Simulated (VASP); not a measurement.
Wanted: the native input for a VASP 6.6.1 run.

```yaml
Task: single point
Functional: PBEsol
Potentials_or_basis: VASP PAW PBE potentials, release 64 (Rb_sv)
Cutoff: 520 eV
k_mesh: 4 × 4 × 4
Occupations: gaussian, width 0.1 eV
Spin: no spin polarisation
Dipole_correction: no
Further_INCAR_settings: ALGO = Normal; EDIFF = 1e-06; NBANDS = 26
```

The structure of Rb lies in POSCAR:

```
Rb
1.0
    2.8225851226     -8.9538198753      0.0000000000
    2.8225851226      8.9538198753      0.0000000000
    0.0000000000      0.0000000000      7.4700440103
Rb
4
Direct
    0.0980000000      0.9020000000      0.9100000000
    0.5980000000      0.4020000000      0.5900000000
    0.9020000000      0.0980000000      0.0900000000
    0.4020000000      0.5980000000      0.4100000000
```

One way to write it, as run:

INCAR

```
  PREC = Accurate
  ENCUT = 520
  EDIFF = 1E-6
  ISMEAR = 0
  SIGMA = 0.1
  LREAL = F
  LASPH = T
  NELM = 100
  ALGO = Normal
  ISIF = 2
  LWAVE = F
  LCHARG = F
  GGA = PS
  NBANDS = 26
```

KPOINTS

```
regular mesh
0
Gamma
  4 4 4
```

Potentials or basis: VASP PAW PBE potentials, release 64 (Rb_sv).

The run is started by

```console
$ cat potpaw_PBE.64/Rb_sv/POTCAR > POTCAR
$ mpirun -np 1 vasp_std > vasp.out
```

It gave:

```yaml
Pressure: 0.6 GPa
Largest_force: 0.627 eV/Å
Band_gap_on_the_k_mesh: zero (band 18 reaches 0.01 eV, above the bottom of band 19 at -0.34 eV)
```

Caveat: the PAW data sets were made with another functional, which shifts forces and pressure a little.

It took 8.2 min on 1 thread of AMD EPYC 7571, on a shared host, peak memory 0.6 GiB.
